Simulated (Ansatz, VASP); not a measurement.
**Two plane-wave programs on BP**

File INCAR:

```
PREC = Accurate ; ENCUT = 520
EDIFF = 1E-6 ; ISMEAR = 0
SIGMA = 0.05 ; LREAL = F
LASPH = T ; NELM = 80
ALGO = Normal ; ISIF = 2
LWAVE = F ; LCHARG = F
GGA = PS ; NBANDS = 11
```

File KPOINTS:

```
regular mesh
0
Gamma
  10 10 10
```

POSCAR

```
BP
1.0
    0.0000000000      2.2690000000      2.1782400000
    2.2690000000      0.0000000000      2.1782400000
    2.2690000000      2.2690000000      0.0000000000
B P
1 1
Direct
    0.0000000000      0.0000000000      0.0000000000
    0.7500000000      0.7500000000      0.7500000000
```

Input for Ansatz:

```yaml
crystal:
  lattice:
    - [0.0, 2.269, 2.17824]
    - [2.269, 0.0, 2.17824]
    - [2.269, 2.269, 0.0]
  atoms:
    - { symbol: B, position: [0.0, 0.0, 0.0] }
    - { symbol: P, position: [0.75, 0.75, 0.75] }
basis:
  ecutwfc: 420
kpoints:
  mp_grid: { grid: [10, 10, 10] }
hamiltonian:
  xc: pbesol
scf:
  occupations: { method: gaussian, width: 0.05 }
output:
  forces: true
  stress: true
  eigenvalues: true
  write_density: true
  write_potential: true
  elf: true
  volumetric_format: npy
```

Change from the starting cell: strain +0.000 along x and y, -0.040 along z, atoms carried along.

Alike in both runs: task single point; functional PBEsol; k mesh 10 × 10 × 10; occupations gaussian, width 0.05 eV; no spin polarisation.

```csv
,VASP,Ansatz
version,VASP 6.6.1,Ansatz 0.2.0
potentials or method,"VASP PAW PBE potentials, release 64 (B, P), cutoff 520 eV","scalar-relativistic, plane waves, PAW"
valence electrons in the cell,8,8
```

|  | VASP | Ansatz | Ansatz less VASP |
| --- | --- | --- | --- |
| gap on the k mesh at the Fermi level (eV) | 0.46 | 0.47 | +0.006 |
| least direct gap on the mesh (eV) | 3.02 | 3.03 | +0.008 |
| pressure (GPa) | 5.3 | 5.1 | -0.10 |
| traceless stress, the component that is largest in VASP (GPa) | 6.95 | 6.95 | +0.001 |

VASP's potentials were made for PBE, not for PBEsol.
